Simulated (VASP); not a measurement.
Ta, 3 atoms in the cell. Symmetry: P6/mmm, No. 191, hexagonal system. Conventional cell: a = 4.702 Å, b = 4.702 Å, c = 2.638 Å, α = 90.00°, β = 90.00°, γ = 120.00°. Ta (site symmetry 6/mmm) has 14 Ta at 2.64 to 3.02 Å within 3.5 Å. Ta (site symmetry -6m2) has 11 Ta at 2.64 to 3.02 Å within 3.5 Å. This isn't the form of Ta at room conditions, which is bcc.

| Property | Result |
| --- | --- |
| Program | VASP 6.6.1 |
| Task | single point |
| Functional | LDA |
| Potentials or basis | VASP PAW LDA potentials, release 64 (Ta_pv) |
| Cutoff | 520 eV |
| k mesh | 9 × 9 × 13 |
| Occupations | fermi-dirac, width 0.1 eV |
| Spin | no spin polarisation |
| Dipole correction | no |
| Further INCAR settings | ALGO = Normal; EDIFF = 1e-06; NBANDS = 24 |

Potentials or basis: VASP PAW LDA potentials, release 64 (Ta_pv).

Run with:

```console
$ cat potpaw_LDA.64/Ta_pv/POTCAR > POTCAR
$ mpirun -np 1 vasp_std > vasp.out
```

Hardware: 1 thread of AMD EPYC 7R13, on a shared host.

**Question.** How long does it take, and how much memory?

**Answer.** It took 2.2 min on 1 thread of AMD EPYC 7R13, with other jobs on the host, peak memory 0.17 GiB. Counts: scf iterations 12, k points 84.
